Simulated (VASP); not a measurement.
# H19C2NO8 in VASP: notebook

Runs on H19C2NO8. Level: PBE+D3(BJ). Tasks: single point.

All numbers are computed with VASP 6.6.1; they aren't measurements. Logs are shortened: lines on timing, memory, paths and dates and some standing lists are left out, and cuts for length are marked.

**1. The cell of the first run**

The cell holds a disordered packing, 30 atoms: a = 7.112 Å, b = 7.112 Å, c = 7.112 Å, α = 90.00°, β = 90.00°, γ = 90.00°.

**2. Single point, PBE+D3(BJ)**

INCAR reads:

```
PREC = Accurate ; ENCUT = 520
EDIFF = 1E-6 ; ISMEAR = -1
SIGMA = 0.02 ; LREAL = Auto
LASPH = T ; NELM = 60
ALGO = Normal ; ISIF = 2
LWAVE = F ; LCHARG = F
GGA = PE ; IVDW = 12
NBANDS = 61
```

KPOINTS reads:

```
regular mesh
0
Gamma
  1 1 1
```

POSCAR reads:

```
H19C2NO8
1.0
    7.1118100000      0.0000000000      0.0000000000
    0.0000000000      7.1118100000      0.0000000000
    0.0000000000      0.0000000000      7.1118100000
O H C N
8 19 2 1
Direct
    0.5417045731      0.0443206441      0.1120108664
    0.0233414560      0.4370757936      0.2860172024
    0.9354721231      0.0594925905      0.3080931577
    0.6958847326      0.1962650858      0.7950437371
    0.8042537694      0.7497247536      0.1005510552
    0.4429252188      0.4678837033      0.8271312085
    0.0001406112      0.4175449007      0.6934099758
    0.6158910320      0.8078112323      0.7428207446
    0.4132281374      0.0325655494      0.0776033105
    0.6107306016      0.1135013449      0.0166764860
    0.1434374653      0.4926312711      0.2848220073
   -0.0806967565      0.5334085134      0.2776227149
    0.9691625620      0.1855786361      0.2689891884
    0.9388046081     -0.0277566470      0.1922295449
    0.8183570708      0.2548577648      0.7448455456
    0.6956175713      0.0628531977      0.7561366234
    0.6982891838      0.8413610600      0.1329056879
    0.7846103875      0.7514120878     -0.0338310500
    0.4368648769      0.4687836149      0.9677423891
    0.5420842233      0.3694277547      0.8136887796
    0.0210635548      0.3943581170      0.5588731982
    0.1172416023      0.4452593644      0.7585691969
    0.6501017322      0.7927939582      0.6074824834
    0.5350255420      0.6980501448      0.7719975646
    0.3531168577      1.0253789120      0.6377420094
    0.1087908704      0.9998017382      0.5682800862
    0.2006943380      0.8441170391      0.7393476485
    0.2344128991      0.9300164093      0.6117289410
    0.2923306444      0.8026508020      0.4707099880
    0.3511342401      0.6935365259      0.3686543932
```

Potentials or basis: VASP PAW PBE potentials, release 64 (O, H, C, N).

The run is started by

```sh
> cat potpaw_PBE.64/O/POTCAR potpaw_PBE.64/H/POTCAR potpaw_PBE.64/C/POTCAR potpaw_PBE.64/N/POTCAR > POTCAR
> mpirun -np 1 vasp_gam > vasp.out
```

OUTCAR:

```text
PREC = Accurate
   ENCUT = 520
   EDIFF = 1E-6
   ISMEAR = -1
   LREAL = Auto
   LASPH = T
   NELM = 60
   ISIF = 2
   GGA = PE
   IVDW = 12
 IVDW          = 12

 ion  position               nearest neighbor table
   1  0.542  0.044  0.112-   9 0.95  10 0.97
   2  0.023  0.437  0.286-  11 0.94  12 1.01
   3  0.935  0.059  0.308-  13 0.97  14 1.03
   4  0.696  0.196  0.795-  16 0.99  15 1.03
   5  0.804  0.750  0.101-  18 0.97  17 1.02
   6  0.443  0.468  0.827-  20 1.00  19 1.00
   7  0.000  0.418  0.693-  22 0.97  21 0.98
   8  0.616  0.808  0.743-  24 0.99  23 1.00
   9  0.413  0.033  0.078-   1 0.95
  10  0.611  0.114  0.017-   1 0.97
  11  0.143  0.493  0.285-   2 0.94
  12  0.919  0.533  0.278-   2 1.01
  13  0.969  0.186  0.269-   3 0.97
  14  0.939  0.972  0.192-   3 1.03
[... 11 lines left out ...]
  26  0.109  1.000  0.568-  28 1.07
  27  0.201  0.844  0.739-  28 1.12
  28  0.234  0.930  0.612-  26 1.07  25 1.10  27 1.12  29 1.41
  29  0.292  0.803  0.471-  30 1.14  28 1.41
  30  0.351  0.694  0.369-  29 1.14

  LATTYP: Found a simple cubic cell.
 ALAT       =     7.1118100000

  Lattice vectors:

 A1 = (   7.1118100000,   0.0000000000,   0.0000000000)
 A2 = (   0.0000000000,   7.1118100000,   0.0000000000)
 A3 = (   0.0000000000,   0.0000000000,   7.1118100000)

Analysis of symmetry for initial positions (statically):
=====================================================================
 Subroutine PRICEL returns:
 Original cell was already a primitive cell.

 Routine SETGRP: Setting up the symmetry group for a
 simple cubic supercell.

 Subroutine GETGRP returns: Found  1 space group operations
 (whereof  1 operations were pure point group operations)
 out of a pool of 48 trial point group operations.

The static configuration has the point symmetry C_1 .

Analysis of symmetry for dynamics (positions and initial velocities):
=====================================================================
 Subroutine PRICEL returns:
 Original cell was already a primitive cell.

 Routine SETGRP: Setting up the symmetry group for a
 simple cubic supercell.

 Subroutine GETGRP returns: Found  1 space group operations
 (whereof  1 operations were pure point group operations)
 out of a pool of 48 trial point group operations.

The dynamic configuration has the point symmetry C_1 .

[... 132 lines left out ...]
   EDIFFG = 0.1E-04   stopping-criterion for IOM
   NSW    =      0    number of steps for IOM
   IBRION =     -1    ionic relax: 0-MD 1-quasi-New 2-CG
   NFREE  =      0    steps in history (QN), initial steepest desc. (CG)
   ISIF   =      2    stress and relaxation
   ISYM   =      2    0-nonsym 1-usesym 2-fastsym
   POTIM  = 0.5000    time-step for ionic-motion
   TEBEG  =    0.0;   TEEND  =   0.0 temperature during run
   PSTRESS=    0.0 pullay stress
   NELECT =      80.0000    total number of electrons
   NUPDOWN=      -1.0000    fix difference up-down
   EMIN   =  10.00;   EMAX   =-10.00  energy-range for DOS
   EFERMI =   0.00;   METHOD = LEGACY
   ISMEAR =    -1;   SIGMA  =   0.02  broadening in eV -4-tet -1-fermi 0-gaus
   EFERMI_NEDOS =   21; number of points for ismear=-14 and -15
   IALGO  =     38    algorithm
   IMIX   =      4    mixing-type and parameters
     AMIX     =   0.40;   BMIX     =  1.00
     AMIX_MAG =   1.60;   BMIX_MAG =  1.00
  volume/ion in A,a.u.               =      11.99        80.91
  Fermi-wavevector in a.u.,A,eV,Ry     =   0.991877  1.874377 13.385696  0.983821
  Thomas-Fermi vector in A             =   2.123650
   LORBIT       =      0    0 simple, 1 ext, 2 COOP (PROOUT), +10 PAW based schemes
   GGA     = PE    functional components
   LHFCALC =     F    Hartree Fock is set to
   AEXX    =    0.0000 exact exchange contribution
   IVDW    =    12    specifies the selected vdW correction
   LEPSILON=     F    determine dielectric tensor
   LRPA    =     F    only Hartree local field effects (RPA)
 non-spin polarized calculation
  energy-cutoff  :      520.00
  volume of cell :      359.70
 maximum number of plane-waves:      4886
 NGX is ok and might be reduce to    54
   NGX = 27   NGY = 27   NGZ = 27

 number of electron      79.9999995 magnetization

 Free energy of the ion-electron system (eV)
  ---------------------------------------------------
  ext. energy  EPLUGINS =         0.00000000
  ---------------------------------------------------
  free energy    TOTEN  =      -153.08972825 eV

  energy without entropy =     -153.08972825  energy(sigma->0) =     -153.08972825

 E-fermi :  -2.9982     XC(G=0):  -6.2853

 val. band max:       -3.4802331592   @ k =   0.0000   0.0000   0.0000
 cond. band min:       0.7194201034   @ k =   0.0000   0.0000   0.0000
 fundamental gap:      4.1996532626
 Fermi energy:        -2.9982495599

 k-point     1 :       0.0000    0.0000    0.0000
  band No.  band energies     occupation
      1     -22.9016      2.00000
      2     -22.6129      2.00000
      3     -22.4733      2.00000
      4     -22.4234      2.00000
      5     -22.3104      2.00000
      6     -22.1239      2.00000
[... 44 lines left out ...]
     51       5.4793      0.00000
     52       5.7183      0.00000
 [bands above 52 left out]

------------------------ aborting loop because EDIFF is reached ----------------------------------------

 Edisp (eV)   -0.97432

 E8    (eV) :    -0.2079

  FORCE on cell =-STRESS in cart. coord.  units (eV):
  Direction    XX          YY          ZZ          XY          YZ          ZX
  --------------------------------------------------------------------------------------
  -------------------------------------------------------------------------------------
  Total       0.27625     0.53647    -0.49158    -0.47627     1.89649    -0.04570
  in kB       1.23049     2.38956    -2.18959    -2.12139     8.44736    -0.20358
  external pressure =        0.48 kB  Pullay stress =        0.00 kB

 VOLUME and BASIS-vectors are now :
 -----------------------------------------------------------------------------
  energy-cutoff  :      520.00
  volume of cell :      359.70
      direct lattice vectors                 reciprocal lattice vectors
     7.111810000  0.000000000  0.000000000     0.140611181  0.000000000  0.000000000
     0.000000000  7.111810000  0.000000000     0.000000000  0.140611181  0.000000000
     0.000000000  0.000000000  7.111810000     0.000000000  0.000000000  0.140611181

 POSITION                                       TOTAL-FORCE (eV/Angst)
 -----------------------------------------------------------------------------------
      3.85250      0.31520      0.79660         0.779036     -0.389878      1.262116
      0.16600      3.10840      2.03410        -2.815396     -0.592433      0.320192
      6.65290      0.42310      2.19110         0.109227     -1.777760     -1.212688
      4.94900      1.39580      5.65420         1.505899      0.097895     -0.636314
      5.71970      5.33190      0.71510        -0.886197      1.017420      0.835719
      3.15000      3.32750      5.88240        -0.177397      0.095992      1.712091
[... 22 lines left out ...]
      2.07900      5.70830      3.34760        -0.530091      1.091917      1.146557
      2.49720      4.93230      2.62180         0.858650     -2.108350     -2.201313
 -----------------------------------------------------------------------------------
    total drift:                               -0.005982      0.001042     -0.010914

  FREE ENERGIE OF THE ION-ELECTRON SYSTEM (eV)
  ---------------------------------------------------
  free  energy   TOTEN  =      -154.0640489145 eV

  energy  without entropy=     -154.0640489144  energy(sigma->0) =     -154.06404891
```

OSZICAR:

```text
N       E                     dE             d eps       ncg     rms          rms(c)
DAV:   1     0.669092329963E+03    0.66909E+03   -0.41414E+04   122   0.119E+03
DAV:   2    -0.904783699195E+02   -0.75957E+03   -0.72680E+03   151   0.293E+02
DAV:   3    -0.168055430747E+03   -0.77577E+02   -0.76990E+02   156   0.101E+02
DAV:   4    -0.169463757271E+03   -0.14083E+01   -0.14043E+01   148   0.155E+01
DAV:   5    -0.169487826425E+03   -0.24069E-01   -0.24044E-01   164   0.191E+00    0.240E+01
DAV:   6    -0.154138589359E+03    0.15349E+02   -0.46745E+01   140   0.256E+01    0.100E+01
DAV:   7    -0.153374653523E+03    0.76394E+00   -0.24337E+00   156   0.582E+00    0.609E+00
DAV:   8    -0.153090620002E+03    0.28403E+00   -0.63644E-01   148   0.363E+00    0.123E+00
DAV:   9    -0.153084346195E+03    0.62738E-02   -0.59368E-02   148   0.116E+00    0.469E-01
DAV:  10    -0.153088228266E+03   -0.38821E-02   -0.22487E-02   132   0.642E-01    0.246E-01
DAV:  11    -0.153089380032E+03   -0.11518E-02   -0.40720E-03   132   0.309E-01    0.114E-01
DAV:  12    -0.153089725150E+03   -0.34512E-03   -0.83696E-04   132   0.153E-01    0.447E-02
DAV:  13    -0.153089731263E+03   -0.61126E-05   -0.19904E-04   148   0.801E-02    0.168E-02
DAV:  14    -0.153089730918E+03    0.34429E-06   -0.28346E-05   140   0.257E-02    0.107E-02
DAV:  15    -0.153089728824E+03    0.20942E-05   -0.13838E-05   132   0.199E-02    0.506E-03
DAV:  16    -0.153089728255E+03    0.56963E-06   -0.18328E-06   124   0.931E-03
   1 F= -.15406405E+03 E0= -.15406405E+03  d E =-.343225E-10
```

Wall time 94 s (1 thread of Intel Xeon 8259CL, shared host); peak memory 0.36 GiB.

Results:

| Quantity | Value |
| --- | --- |
| Free energy | -154.0640 eV |
| Pressure | 0.0 GPa |
| Largest force | 3.167 eV/Å |
| Dispersion energy per atom | -0.032 eV |

Forces in eV/Å, atoms in the order of the input:
```
O    0.779 -0.390  1.262
O   -2.815 -0.592  0.320
O    0.109 -1.778 -1.213
O    1.506  0.098 -0.636
O   -0.886  1.017  0.836
O   -0.177  0.096  1.712
O   -0.690 -0.257  0.148
O    0.668  0.123 -1.244
H   -0.903 -0.044 -0.479
H    0.017  0.389 -0.519
H    1.478  1.366 -0.047
H    1.421 -0.560 -0.388
H    0.097  0.517 -0.247
H   -0.173  1.152  1.673
H   -0.901 -0.234  0.721
H   -0.279  0.292  0.040
H    0.660 -0.669  0.132
H    0.159 -0.404 -0.903
H   -0.205  0.334 -0.963
H   -0.074 -0.152 -0.655
H    0.401  0.320 -0.043
H    0.244 -0.242 -0.362
H   -0.291 -0.098  1.075
H    0.144 -0.303 -0.024
H   -0.301  0.147  0.221
H   -0.752  0.694 -0.387
H    0.260  0.479 -0.265
C    0.178 -0.286  1.289
C   -0.530  1.092  1.147
N    0.859 -2.108 -2.201
```

Caveat: the k points lie up to 0.88 Å⁻¹ apart, too coarse for converged energies, forces and pressures.

**3. Single point, PBE+D3(BJ)**

INCAR reads:

```
SYSTEM = H19C2NO8
  PREC = Accurate
  ENCUT = 520
  EDIFF = 1E-6
  ISMEAR = -1
  SIGMA = 0.02
  LREAL = Auto
  LASPH = .True.
  NELM = 60
  ALGO = Normal
  ISIF = 2
  LWAVE = .False.
  LCHARG = .False.
  GGA = PE
  IVDW = 12
  NBANDS = 61
```

KPOINTS reads:

```
Automatic mesh
0
Gamma
  1 1 1
  0 0 0
```

POSCAR reads:

```
H19C2NO8
1.0
    7.1118100000      0.0000000000      0.0000000000
    0.0000000000      7.1118100000      0.0000000000
    0.0000000000      0.0000000000      7.1118100000
O H C N
8 19 2 1
Direct
    0.5395110387      0.0394695584      0.1344524108
   -0.0107848775      0.4533445072      0.2866640138
    0.9622444919      0.0377822242      0.3303519076
    0.6923975753      0.2093700478      0.7972794549
    0.8006400621      0.7571490239      0.1211224709
    0.4252503934      0.4943045441      0.8599357969
    0.0037683796      0.4333917807      0.7217712509
    0.6289819329      0.8210146222      0.7190715163
    0.4106268306      0.0532775763      0.1061192580
    0.5917762145      0.0999745494      0.0235945561
    0.0993417991      0.5328179465      0.2688204550
   -0.0978513205      0.5451636081      0.2317412867
    0.9474803180      0.1660899265      0.2910370215
    0.9038064853     -0.0434488548      0.2354956052
    0.8153479916      0.2723216734      0.7732490041
    0.6702653755      0.1026180396      0.7138407803
    0.6741603052      0.8084017993      0.1401331025
    0.8207193387      0.7642498886     -0.0153266187
    0.4122157369      0.4986213074      0.9951334470
    0.5224408414      0.3935988166      0.8348085790
    0.0003515280      0.4482121991      0.5873047790
    0.1343539830      0.4380881941      0.7412037161
    0.6848467549      0.7620985375      0.6039531427
    0.5746216505      0.7102973786      0.7846947542
    0.3192576855      1.0667748435      0.5655803516
    0.0944625911      0.9687688507      0.5703330095
    0.2582464942      0.8976898989      0.7506106041
    0.2441431928      0.9386499358      0.6020127084
    0.3053371786      0.7920909023      0.4755329515
    0.3334594147      0.6776052791      0.3591068940
```

Potentials or basis: VASP PAW PBE potentials, release 64 (O, H, C, N).

The run is started by

```sh
> cat potpaw_PBE.64/O/POTCAR potpaw_PBE.64/H/POTCAR potpaw_PBE.64/C/POTCAR potpaw_PBE.64/N/POTCAR > POTCAR
> mpirun -np 1 vasp_gam > vasp.out
```

It took 88 s on 1 thread of Intel Xeon 8259CL, shared host; peak memory 0.37 GiB.

It converged, with:

```
Free energy                : -154.4221 eV
Pressure                   : 0.0 GPa
Largest force              : 2.370 eV/Å
Dispersion energy per atom : -0.032 eV
```

Forces in eV/Å, atoms in the order of the input:
```
O    0.858 -0.174  0.236
O   -0.090  0.373  0.007
O    0.114 -0.510  0.232
O   -0.214  0.541  0.396
O    0.336 -0.353 -0.379
O    0.547 -0.338 -0.534
O   -1.671 -0.093 -0.001
O    0.842 -1.022 -0.856
H   -1.844 -0.137  0.189
H    0.926  0.317 -0.468
H    0.946 -0.332  0.370
H   -0.875 -0.123 -0.106
H   -0.085  0.838 -0.241
H   -0.030 -0.063 -0.007
H   -0.147 -0.317 -0.141
H    0.353 -0.051  0.009
H   -0.307  0.346 -0.015
H   -0.143 -0.028  0.196
H   -0.019  0.029  0.455
H   -0.441  0.271  0.074
H   -0.515  0.059 -1.183
H    2.155 -0.004  0.987
H   -0.444  0.629  0.959
H   -0.265  0.188 -0.153
H    0.320  0.304  0.251
H    0.285 -0.161 -0.059
H    0.280  0.116 -0.176
C   -0.576 -0.213  0.150
C   -0.297 -0.886 -1.068
N    0.004  0.791  0.876
```

Stress tensor (GPa, compression positive):
```
 1.71  0.05  1.29
 0.05 -0.99 -0.50
 1.29 -0.50 -0.67
```

Levels at points of the mesh, in eV from the Fermi level:
```tsv
k point	band 38	band 39	band 40	band 41	band 42	band 43
(0.00, 0.00, 0.00)	-1.30	-1.10	-0.53	3.87	5.35	5.47
```

Caveat: the k points lie up to 0.88 Å⁻¹ apart, too coarse for converged energies, forces and pressures.

**4. Single point, PBE+D3(BJ)**

INCAR reads:

```
ALGO = Normal
EDIFF = 1E-6
ENCUT = 520
GGA = PE
ISIF = 2
ISMEAR = -1
IVDW = 12
LASPH = True
LCHARG = False
LREAL = Auto
LWAVE = False
NBANDS = 61
NELM = 80
PREC = Accurate
SIGMA = 0.02
```

KPOINTS reads:

```
k-points
0
Gamma
  1 1 1
```

POSCAR reads:

```
H19C2NO8
1.0
    7.1118100000      0.0000000000      0.0000000000
    0.0000000000      7.1118100000      0.0000000000
    0.0000000000      0.0000000000      7.1118100000
O H C N
8 19 2 1
Direct
    0.5388220439      0.0221181387      0.1402596526
   -0.0429707768      0.4498011055      0.2863265470
    0.9731277973      0.0461064061      0.3417976577
    0.6982610615      0.2477287779      0.8390690977
    0.7744723214      0.7397132376      0.1048396962
    0.3983655356      0.5232563862      0.8513022704
    0.0342247613      0.4257144103      0.7211806840
    0.6628551663      0.8227863230      0.7131799078
    0.4043836942      0.0307797874      0.1790542773
    0.5755215620      0.1132763671      0.0389633581
    0.0753254094      0.5260264265      0.2950725624
   -0.1409345863      0.5368675485      0.2480381225
    0.9493785689      0.1734298301      0.3015828601
    0.9375953520     -0.0280097472      0.2308413751
    0.8229972398      0.3074744685      0.8247548796
    0.6939161761      0.1520006862      0.7428207446
    0.6656252065      0.8224910396      0.1259454344
    0.8009775289      0.7441284286     -0.0298939370
    0.3992513861      0.5284168165      0.9925602624
    0.4734800283      0.4154497941      0.8112843285
   -0.0190809372      0.4537241574      0.5991301792
    0.1564158773      0.4862756457      0.7539430890
    0.6776896458      0.8039303637      0.5809632147
    0.5826083655      0.7150078531      0.7510746209
    0.3708198054      1.0740444416      0.5350817865
    0.1312605371      1.0051027797      0.5925776982
    0.3102585699      0.9228171169      0.7406553325
    0.2803365107      0.9516564700      0.5924933315
    0.2882107368      0.7958311597      0.4623717450
    0.2967598966      0.6742024885      0.3566743206
```

The run is started by

```sh
> cat potpaw_PBE.64/O/POTCAR potpaw_PBE.64/H/POTCAR potpaw_PBE.64/C/POTCAR potpaw_PBE.64/N/POTCAR > POTCAR
> mpirun -np 1 vasp_gam > vasp.out
```

Run time: 90 s. Hardware: 1 thread of Intel Xeon 8259CL, shared host; peak memory 0.37 GiB.

The run converged. Its results:

```yaml
Free_energy: -154.2727 eV
Pressure: -0.9 GPa
Largest_force: 2.653 eV/Å
Dispersion_energy_per_atom: -0.032 eV
```

Forces on the atoms (eV/Å):
```
O   -0.840  0.348  0.065
O    1.017 -0.181  0.741
O   -0.038 -0.740 -0.470
O   -0.383  0.218  0.212
O    0.516 -0.408  0.106
O   -0.413  0.669  0.992
O   -0.118 -0.396  1.009
O   -0.231 -0.461  0.836
H    1.120  0.252 -0.742
H   -0.430 -0.345  0.604
H   -0.791 -0.470 -0.174
H   -0.157  0.540 -0.522
H   -0.049  1.052  0.010
H   -0.123 -0.240  0.327
H    0.185  0.173  0.053
H    0.078 -0.541 -0.230
H   -0.166  0.390 -0.150
H   -0.141  0.016  0.049
H    0.168 -0.205 -1.359
H    0.473 -0.285  0.438
H    0.602  0.379 -0.534
H   -0.609 -0.217 -0.561
H    0.363 -0.001 -0.920
H    0.038  0.391  0.102
H   -0.767 -1.222  0.695
H    0.756 -0.211 -0.301
H    0.519 -0.383 -0.210
C   -0.740  1.842 -0.440
C    0.096  1.773  1.971
N    0.067 -1.737 -1.597
```

Stress tensor (GPa, compression positive):
```
-1.93 -1.77  1.03
-1.77  0.08  0.51
 1.03  0.51 -0.98
```

Levels at points of the mesh, in eV from the Fermi level:
| k point | band 38 | band 39 | band 40 | band 41 | band 42 | band 43 |
| --- | --- | --- | --- | --- | --- | --- |
| (0.00, 0.00, 0.00) | -0.91 | -0.72 | -0.55 | 3.91 | 5.26 | 5.38 |

Caveat: the k points lie up to 0.88 Å⁻¹ apart, too coarse for converged energies, forces and pressures.

**5. Overview**

```tsv
cell	pressure (GPa)	largest force (eV/Å)
as given, atomic positions A	0.0	3.17
as given, atomic positions B	0.0	2.37
as given, atomic positions C	-0.9	2.65
```

Alike in all rows: task single point; level PBE+D3(BJ); potentials or basis VASP PAW PBE potentials, release 64 (O, H, C, N); no spin polarisation; k mesh 1 × 1 × 1; cutoff (eV) 520; smearing fermi-dirac 0.02 eV.

Caveats: all runs use coarse meshes.

Absolute energies hang on the potentials; compare differences alone.
